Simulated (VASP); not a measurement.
Here is a VASP 6.6.1 calculation.

File INCAR:

```
SYSTEM = Ag
PREC = Accurate
ENCUT = 500
EDIFF = 1E-6
ISMEAR = -1
SIGMA = 0.1
LREAL = .False.
LASPH = .True.
NELM = 120
ALGO = Normal
ISIF = 2
LWAVE = .False.
LCHARG = .False.
GGA = PS
NBANDS = 18
GGA_COMPAT = .False.
```

File KPOINTS:

```
Automatic mesh
0
Gamma
  6 6 4
  0 0 0
```

POSCAR

```
Ag
1.0
    2.9222991408      0.0000000000      0.0000000000
   -1.4611495704      2.5307852934      0.0000000000
    0.0000000000      0.0000000000      4.7016618100
Ag
2
Direct
    0.3333333333      0.6666666667      0.2500000000
    0.6666666667      0.3333333333      0.7500000000
```

Potentials or basis: VASP PAW PBE potentials, release 64 (Ag).

The run is started by

```sh
$ cat potpaw_PBE.64/Ag/POTCAR > POTCAR
$ mpirun -np 1 vasp_std > vasp.out
```

**Question.** Predict the pressure.

**Answer.** -3.8 GPa.

**Question.** What does it give for the band gap on the k mesh?

**Answer.** Zero (bands 11 and 12 overlap by 7.28 eV).

Stress tensor (GPa, compression positive):
```
-3.46  0.00  0.00
 0.00 -3.46  0.00
 0.00  0.00 -4.38
```

Caveat: the k points lie up to 0.41 Å⁻¹ apart, too coarse for converged energies and pressures of a metal; the PAW data sets were made with another functional, which shifts forces and pressure a little.
